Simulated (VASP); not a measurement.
# TaN (zincblende type) (F-43m) in VASP: further runs

Runs on TaN (zincblende type). Level: PBE. Tasks: relaxation of cell and atoms.

Program: VASP 6.6.1. These are calculated values, not measurements. Logs are shortened: lines on timing, memory, paths and dates and some standing lists are left out, and cuts for length are marked.

## Step 1: The cell of the first run

Symmetry: F-43m, No. 216, cubic system. The conventional cell has a = 4.394 Å, b = 4.394 Å, c = 4.394 Å, α = 90.00°, β = 90.00°, γ = 90.00°. Ta (site symmetry -43m) has 4 N at 1.90 Å within 2.5 Å. Within 2.5 Å of N (site symmetry -43m) lie 4 Ta at 1.90 Å.

## Step 2: Relaxation of cell and atoms, PBE, target pressure 69 GPa, at which the enthalpy is minimised

Contents of INCAR:

```
SYSTEM = TaN
ALGO = Normal
EDIFF = 1E-7
EDIFFG = -0.005
ENCUT = 600
GGA = PE
GGA_COMPAT = .FALSE.
IBRION = 2
ISIF = 3
ISMEAR = -1
LASPH = .TRUE.
LCHARG = .FALSE.
LREAL = .FALSE.
LWAVE = .FALSE.
NELM = 120
NELMIN = 4
NSW = 60
PREC = Accurate
PSTRESS = 690.0
SIGMA = 0.08
```

Contents of KPOINTS:

```
k-points
0
G
  15 15 15
  0 0 0
```

Contents of POSCAR:

```
TaN
1.0
    0.0000000000      2.1969681753      2.1969681753
    2.1969681753      0.0000000000      2.1969681753
    2.1969681753      2.1969681753      0.0000000000
Ta N
1 1
Direct
    0.0000000000      0.0000000000      0.0000000000
    0.2500000000      0.2500000000      0.2500000000
```

Potentials or basis: VASP PAW PBE potentials, release 64 (Ta_pv, N).

Started as:

```console
$ cat potpaw_PBE.64/Ta_pv/POTCAR potpaw_PBE.64/N/POTCAR > POTCAR
$ mpirun -np 1 vasp_std > vasp.out
```

OUTCAR:

```text
SYSTEM = TaN
   EDIFF = 1E-7
   EDIFFG = -0.005
   ENCUT = 600
   GGA = PE
   IBRION = 2
   ISIF = 3
   ISMEAR = -1
   LASPH = .TRUE.
   LREAL = .FALSE.
   NELM = 120
   NELMIN = 4
   NSW = 60
   PREC = Accurate
   PSTRESS = 690.0

 ion  position               nearest neighbor table
   1  0.000  0.000  0.000-   2 1.90   2 1.90   2 1.90   2 1.90
   2  0.250  0.250  0.250-   1 1.90   1 1.90   1 1.90   1 1.90

  LATTYP: Found a face centered cubic cell.
 ALAT       =     4.3939363506

  Lattice vectors:

 A1 = (   0.0000000000,   2.1969681753,   2.1969681753)
 A2 = (   2.1969681753,   0.0000000000,   2.1969681753)
 A3 = (   2.1969681753,   2.1969681753,   0.0000000000)

Analysis of symmetry for initial positions (statically):
=====================================================================
 Subroutine PRICEL returns:
 Original cell was already a primitive cell.

 Routine SETGRP: Setting up the symmetry group for a
 face centered cubic supercell.

 Subroutine GETGRP returns: Found 24 space group operations
 (whereof 24 operations were pure point group operations)
 out of a pool of 48 trial point group operations.

The static configuration has the point symmetry T_d .

Analysis of symmetry for dynamics (positions and initial velocities):
=====================================================================
 Subroutine PRICEL returns:
 Original cell was already a primitive cell.

 Routine SETGRP: Setting up the symmetry group for a
 face centered cubic supercell.

 Subroutine GETGRP returns: Found 24 space group operations
 (whereof 24 operations were pure point group operations)
 out of a pool of 48 trial point group operations.

The dynamic configuration has the point symmetry T_d .

 Subroutine INISYM returns: Found 24 space group operations
 (whereof 24 operations are pure point group operations),
 and found     1 'primitive' translations

----------------------------------------------------------------------------------------

                                     Primitive cell

  volume of cell :      21.2081

  direct lattice vectors                    reciprocal lattice vectors
     0.000000000  2.196968175  2.196968175    -0.227586365  0.227586365  0.227586365
     2.196968175  0.000000000  2.196968175     0.227586365 -0.227586365  0.227586365
     2.196968175  2.196968175  0.000000000     0.227586365  0.227586365 -0.227586365

  length of vectors
     3.106982190  3.106982190  3.106982190     0.394191146  0.394191146  0.394191146

  position of ions in fractional coordinates (direct lattice)
     0.000000000  0.000000000  0.000000000
     0.250000000  0.250000000  0.250000000

  ion indices of the primitive-cell ions
   primitive index   ion index
                 1           1
                 2           2

----------------------------------------------------------------------------------------

 KPOINTS: k-points

Automatic generation of k-mesh.
 Grid dimensions read from file:
 generate k-points for:   15   15   15

 Generating k-lattice:

  Cartesian coordinates                     Fractional coordinates (reciprocal lattice)
    -0.015172424  0.015172424  0.015172424     0.066666667  0.000000000  0.000000000
     0.015172424 -0.015172424  0.015172424     0.000000000  0.066666667  0.000000000
     0.015172424  0.015172424 -0.015172424     0.000000000  0.000000000  0.066666667

  Length of vectors
     0.026279410  0.026279410  0.026279410

  Shift w.r.t. Gamma in fractional coordinates (k-lattice)
     0.000000000  0.000000000  0.000000000

 Subroutine IBZKPT returns following result:
 ===========================================

 Found    120 irreducible k-points:

 Following reciprocal coordinates:
            Coordinates               Weight
  0.000000  0.000000  0.000000      1.000000
  0.066667  0.000000  0.000000      8.000000
  0.133333  0.000000  0.000000      8.000000
  0.200000  0.000000  0.000000      8.000000
  0.266667  0.000000  0.000000      8.000000
  0.333333  0.000000  0.000000      8.000000
[... 16 lines left out ...]
  0.133333  0.133333  0.000000      6.000000
  0.200000  0.133333  0.000000     24.000000
 [... further k-points ...]
   k-points           NKPTS =    120   k-points in BZ     NKDIM =    120   number of bands    NBANDS=     12
   number of dos      NEDOS =    301   number of ions     NIONS =      2
   total plane-waves  NPLWV =  21952
   dimension x,y,z NGX =    28 NGY =   28 NGZ =   28
   dimension x,y,z NGXF=    56 NGYF=   56 NGZF=   56
   ions per type =               1   1
   NGX,Y,Z   is equivalent  to a cutoff of  14.98, 14.98, 14.98 a.u.
   NGXF,Y,Z  is equivalent  to a cutoff of  29.96, 29.96, 29.96 a.u.
 SYSTEM =  TaN
   PREC   = accura    normal or accurate (medium, high low for compatibility)
   ISTART =      0    job   : 0-new  1-cont  2-samecut
   ICHARG =      2    charge: 1-file 2-atom 10-const
   ISPIN  =      1    spin polarized calculation?
   LNONCOLLINEAR =      F non collinear calculations
   LSORBIT =      F    spin-orbit coupling
   LASPH  =      T    aspherical Exc in radial PAW
   ENCUT  =  600.0 eV  44.10 Ry    6.64 a.u.   6.21  6.21  6.21*2*pi/ulx,y,z
   NELM   =    120;   NELMIN=  4; NELMDL= -5     # of ELM steps
   EDIFF  = 0.1E-06   stopping-criterion for ELM
   LREAL  =      F    real-space projection
   EDIFFG = -.5E-02   stopping-criterion for IOM
   NSW    =     60    number of steps for IOM
   IBRION =      2    ionic relax: 0-MD 1-quasi-New 2-CG
   NFREE  =      1    steps in history (QN), initial steepest desc. (CG)
   ISIF   =      3    stress and relaxation
   ISYM   =      2    0-nonsym 1-usesym 2-fastsym
   POTIM  = 0.5000    time-step for ionic-motion
   TEBEG  =    0.0;   TEEND  =   0.0 temperature during run
   PSTRESS=  690.0 pullay stress
   NELECT =      16.0000    total number of electrons
   NUPDOWN=      -1.0000    fix difference up-down
   EMIN   =  10.00;   EMAX   =-10.00  energy-range for DOS
   EFERMI =   0.00;   METHOD = LEGACY
   ISMEAR =    -1;   SIGMA  =   0.08  broadening in eV -4-tet -1-fermi 0-gaus
   EFERMI_NEDOS =   21; number of points for ismear=-14 and -15
   IALGO  =     38    algorithm
   IMIX   =      4    mixing-type and parameters
     AMIX     =   0.40;   BMIX     =  1.00
     AMIX_MAG =   1.60;   BMIX_MAG =  1.00
  volume/ion in A,a.u.               =      10.60        71.56
  Fermi-wavevector in a.u.,A,eV,Ry     =   1.490325  2.816306 30.219483  2.221069
  Thomas-Fermi vector in A             =   2.603121
   LORBIT       =      0    0 simple, 1 ext, 2 COOP (PROOUT), +10 PAW based schemes
   GGA     = PE    functional components
   LHFCALC =     F    Hartree Fock is set to
   AEXX    =    0.0000 exact exchange contribution
   IVDW    =     0    specifies the selected vdW correction
   LEPSILON=     F    determine dielectric tensor
   LRPA    =     F    only Hartree local field effects (RPA)
 conjugate gradient relaxation of ions
 non-spin polarized calculation
  energy-cutoff  :      600.00
  volume of cell :       21.21
 maximum number of plane-waves:       725
 NGX is ok and might be reduce to    28
   NGX = 13   NGY = 13   NGZ = 13

--------------------------------------- Ionic step        1  -------------------------------------------

 number of electron      15.9999999 magnetization

 Free energy of the ion-electron system (eV)
  ---------------------------------------------------
  ext. energy  EPLUGINS =         0.00000000
  ---------------------------------------------------
  free energy    TOTEN  =       -20.08679122 eV

  energy without entropy =      -20.06914708  energy(sigma->0) =      -20.07796915

------------------------ aborting loop because EDIFF is reached ----------------------------------------

  FORCE on cell =-STRESS in cart. coord.  units (eV):
  Direction    XX          YY          ZZ          XY          YZ          ZX
  --------------------------------------------------------------------------------------
  -------------------------------------------------------------------------------------
  Total       12.9784933     12.9784933     12.9784933     -0.0000000      0.0000000      0.0000000
  in kB      980.4683195    980.4683195    980.4683195     -0.0000000      0.0000000      0.0000000
  external PRESSURE =     290.4683195 kB  Pullay stress =     690.0000000 kB
[... 93 lines left out ...]
  FREE ENERGIE OF THE ION-ELECTRON SYSTEM (eV)
  ---------------------------------------------------
  free  energy   TOTEN  =       -20.7251430051 eV

  energy  without entropy=      -20.7055522475  energy(sigma->0) =      -20.71534763

  enthalpy is  TOTEN    =       -11.0509491164 eV   P V=        9.6741938886

[... ionic steps 4 to 12 ...]

--------------------------------------- Ionic step       13  -------------------------------------------

 number of electron      16.0000000 magnetization

------------------------ aborting loop because EDIFF is reached ----------------------------------------

  FORCE on cell =-STRESS in cart. coord.  units (eV):
  Direction    XX          YY          ZZ          XY          YZ          ZX
  --------------------------------------------------------------------------------------
  -------------------------------------------------------------------------------------
  Total        9.6498810      9.6498810      9.6498810      0.0000000     -0.0000000      0.0000000
  in kB      692.3088373    692.3088373    692.3088373      0.0000000     -0.0000000      0.0000000
  external PRESSURE =       2.3088373 kB  Pullay stress =     690.0000000 kB
[... 61 lines left out ...]
  enthalpy is  TOTEN    =       -11.0519888036 eV   P V=        9.6190761467

--------------------------------------- Ionic step       15  -------------------------------------------

 number of electron      16.0000000 magnetization

 Free energy of the ion-electron system (eV)
  ---------------------------------------------------
  ext. energy  EPLUGINS =         0.00000000
  ---------------------------------------------------
  free energy    TOTEN  =       -20.67382295 eV

  energy without entropy =      -20.65441356  energy(sigma->0) =      -20.66411826

 E-fermi :   8.7541     XC(G=0): -12.9059

 val. band max:        8.7410762053   @ k =  -0.2667   0.4667   0.2000
 cond. band min:       8.7657407117   @ k =  -0.2667   0.3333   0.0667
 fundamental gap:      0.0246645064
 Fermi energy:         8.7541338427

 k-point     1 :       0.0000    0.0000    0.0000
  band No.  band energies     occupation
      1     -26.5621      2.00000
      2     -26.5621      2.00000
      3     -26.5621      2.00000
      4     -10.0964      2.00000
      5       0.4970      2.00000
      6       0.4970      2.00000
      7       0.4970      2.00000
      8       7.8443      1.99998
      9       9.3461      0.00122
     10       9.3461      0.00122
     11      15.5045      0.00000
     12      15.5045      0.00000
[... 331 lines left out ...]
 k-point    24 :       0.2000    0.1333    0.0000
  band No.  band energies     occupation
      1     -26.8350      2.00000
      2     -26.6408      2.00000
      3     -26.6350      2.00000
      4      -9.4065      2.00000
      5      -0.2286      2.00000
      6       1.0548      2.00000
      7       1.0748      2.00000
      8       7.7278      1.99999
      9       9.7610      0.00001
     10       9.8441      0.00000
     11      15.3087      0.00000
     12      15.6991      0.00000

 [... further k-points ...]

------------------------ aborting loop because EDIFF is reached ----------------------------------------

  FORCE on cell =-STRESS in cart. coord.  units (eV):
  Direction    XX          YY          ZZ          XY          YZ          ZX
  --------------------------------------------------------------------------------------
  -------------------------------------------------------------------------------------
  Total        9.6240801      9.6240801      9.6240801      0.0000000      0.0000000      0.0000000
  in kB      690.1612721    690.1612721    690.1612721      0.0000000      0.0000000      0.0000000
  external PRESSURE =       0.1612721 kB  Pullay stress =     690.0000000 kB
[... 17 lines left out ...]
  FREE ENERGIE OF THE ION-ELECTRON SYSTEM (eV)
  ---------------------------------------------------
  free  energy   TOTEN  =       -20.6738229536 eV

  energy  without entropy=      -20.6544135646  energy(sigma->0) =      -20.66411826

  enthalpy is  TOTEN    =       -11.0519917397 eV   P V=        9.6218312139

 reached required accuracy - stopping structural energy minimisation
```

Run time: 2.5 min. Hardware: 1 thread of Intel Xeon Platinum 8559C (Emerald Rapids), shared host; peak memory 0.2 GiB.

Results:

```
Free energy                                            : -20.6738 eV
Relaxed volume                                         : 11.17 Å³/atom
Relaxed cell                                           : a = 3.161 Å, b = 3.161 Å, c = 3.161 Å, α = 60.00°, β = 60.00°, γ = 60.00°
Space group after relaxing (to 0.05 Å)                 : F-43m (No. 216)
Energy change on relaxing (the enthalpy is what falls) : -293.5 meV/atom
Ionic steps                                            : 15
Pressure after relaxing                                : 69.0 GPa
Band gap on the k mesh                                 : zero (band 8 reaches 9.69 eV, above the bottom of band 9 at 8.41 eV)
```

Step by step:
```csv
step,energy change (eV),largest force (eV/Å),pressure (GPa),volume (Å³)
1,0.0000,0.0000,98.05,21.21
2,-1.4206,0.0000,-6.08,27.67
3,-0.6384,0.0000,66.27,22.46
4,-0.5897,0.0000,68.87,22.35
5,-0.5797,0.0000,69.40,22.32
6,-0.5801,0.0000,69.38,22.33
7,-0.5815,0.0000,69.30,22.33
8,-0.5816,0.0000,69.30,22.33
9,-0.5816,0.0000,69.30,22.33
10,-0.5817,0.0000,69.29,22.33
11,-0.5819,0.0000,69.28,22.33
12,-0.5822,0.0000,69.27,22.33
13,-0.5829,0.0000,69.23,22.33
14,-0.5843,0.0000,69.16,22.34
15,-0.5870,0.0000,69.02,22.34
```

Final structure:
```
Ta N
1.0
     0.00000    2.23544    2.23544
     2.23544    0.00000    2.23544
     2.23544    2.23544    0.00000
Ta N
1 1
Direct
  0.00000 0.00000 0.00000
  0.25000 0.25000 0.25000
```

Caveat: the cell is relaxed towards a set pressure, so the enthalpy falls and the energy may rise; spin-orbit coupling is left out, which moves the levels of the heavy elements.

(Continued in part 2 of 2.)
